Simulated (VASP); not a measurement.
Input of a VASP 6.6.1 run:

The input INCAR:

```
PREC = Accurate
ENCUT = 520
EDIFF = 1E-6
ISMEAR = 1
SIGMA = 0.2
LREAL = F
LASPH = T
NELM = 60
ALGO = Normal
ISIF = 2
LWAVE = F
LCHARG = F
GGA = RP
NBANDS = 12
```

Contents of KPOINTS:

```
Automatic mesh
0
Gamma
  13 13 13
```

POSCAR

```
Tc
1.0
    0.0000000000      1.9448608528      1.9448608528
    1.9448608528      0.0000000000      1.9448608528
    1.9448608528      1.9448608528      0.0000000000
Tc
1
Direct
    0.0000000000      0.0000000000      0.0000000000
```

Potentials or basis: VASP PAW PBE potentials, release 64 (Tc_pv).

Launch:

```console
$ cat potpaw_PBE.64/Tc_pv/POTCAR > POTCAR
$ mpirun -np 1 vasp_std > vasp.out
```

Q: What does it give for the pressure?

A: -0.6 GPa.

Q: Estimate the band gap on the k mesh.

A: Zero (an odd number of electrons rules out a gap without spin polarisation).

Caveat: the PAW data sets were made with another functional, which shifts forces and pressure a little.
